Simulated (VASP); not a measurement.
Input of a VASP 6.6.1 run:

Contents of POSCAR:

```
Nb
1.0
   -1.6605680000      1.6605680000      1.6605680000
    1.6605680000     -1.6605680000      1.6605680000
    1.6605680000      1.6605680000     -1.6605680000
Nb
1
Direct
    0.0000000000      0.0000000000      0.0000000000
```

The input INCAR.step1:

```
ALGO = Normal ; EDIFF = 1E-4
ENCUT = 520 ; GGA = PE
ISMEAR = -1 ; LASPH = True
LCHARG = False ; LREAL = False
LWAVE = True ; NBANDS = 12
NELM = 80 ; PREC = Accurate
SIGMA = 0.1
```

The input INCAR.step2:

```
ALGO = Normal ; EDIFF = 1E-6
ENCUT = 520 ; ISIF = 2
ISMEAR = -1 ; ISTART = 1
LASPH = True ; LCHARG = False
LMIXTAU = True ; LREAL = False
LWAVE = False ; METAGGA = R2SCAN
NBANDS = 12 ; NELM = 80
PREC = Accurate ; SIGMA = 0.1
```

The input KPOINTS:

```
k-points
0
Gamma
  8 8 8
```

Potentials or basis: VASP PAW PBE potentials, release 64 (Nb_sv).

Command:

```bash
$ cat potpaw_PBE.64/Nb_sv/POTCAR > POTCAR
$ cp INCAR.step1 INCAR
$ mpirun -np 1 vasp_std > vasp.out
$ cp INCAR.step2 INCAR
$ mpirun -np 1 vasp_std > vasp.out
```

(1) Estimate the pressure.

Answers

(1) -2.8 GPa.

Caveat: the PAW data sets were made with another functional, which shifts forces and pressure a little.
